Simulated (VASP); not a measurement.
Here is a VASP 6.6.1 calculation.

File INCAR:

```
ALGO     = Normal         # electronic algorithm
EDIFF    = 1E-7           # SCF threshold, eV
EDIFFG   = -0.08          # ionic threshold
ENCUT    = 600            # plane-wave cutoff, eV
GGA      = PE             # functional
GGA_COMPAT= F            
IBRION   = 2              # ionic algorithm
ISIF     = 3              # what is computed and relaxed
ISMEAR   = 0              # smearing method
LASPH    = T              # aspherical terms in the spheres
LCHARG   = F              # write CHGCAR
LMAXMIX  = 6              # l up to which the mixer works
LREAL    = F              # projectors in reciprocal space
LWAVE    = F              # write WAVECAR
NELM     = 200            # most SCF steps
NELMIN   = 4            
NSW      = 36             # ionic steps
PREC     = Accurate       # precision mode
SIGMA    = 0.2            # smearing width, eV
```

The input KPOINTS:

```
k-points
0
Gamma
  5 5 5
```

The input POSCAR:

```
Nd2CdC2
1.0
   -2.0904923200      2.0904923200      5.0215192800
    2.0904923200     -2.0904923200      5.0215192800
    2.0904923200      2.0904923200     -5.0215192800
Nd Cd C
2 1 2
Direct
    0.7500000000      0.2500000000      0.5000000000
    0.2500000000      0.7500000000      0.5000000000
    0.0000000000      0.0000000000      0.0000000000
    0.3750000000      0.3750000000      0.0000000000
    0.6250000000      0.6250000000      0.0000000000
```

Potentials or basis: VASP PAW PBE potentials, release 64 (Nd_3, Cd, C), 4f in core.

Launch:

```console
$ cat potpaw_PBE.64/Nd_3/POTCAR potpaw_PBE.64/Cd/POTCAR potpaw_PBE.64/C/POTCAR > POTCAR
$ mpirun -np 1 vasp_std > vasp.out
```

Task: Estimate the relaxed cell.

Result: a = 5.174 Å, b = 5.174 Å, c = 5.174 Å, α = 117.35°, β = 117.35°, γ = 94.66°.

Task: What does it give for the space group after relaxing (to 0.1 Å)?

Result: I4/mmm (No. 139).

Task: What does it give for the relaxed volume?

Result: 20.31 Å³/atom.

Final structure:
```yaml
crystal:
  lattice:
    - [-2.69021, 2.69021, 3.50728]
    - [2.69021, -2.69021, 3.50728]
    - [2.69021, 2.69021, -3.50728]
  atoms:
    - { symbol: Nd, position: [0.75000, 0.25000, 0.50000] }
    - { symbol: Nd, position: [0.25000, 0.75000, 0.50000] }
    - { symbol: Cd, position: [0.00000, 0.00000, 0.00000] }
    - { symbol: C, position: [0.40679, 0.40679, 0.00000] }
    - { symbol: C, position: [0.59321, 0.59321, 0.00000] }
```

Caveat: the volume moved by over 15 % at a fixed basis, so the end points are rough; spin-orbit coupling is left out, which moves the levels of the heavy elements; the 4f electrons are frozen in the core, so they carry no moment and show no levels. Spin polarisation is off, so any magnetic state and its effect on volume and gap are missing.
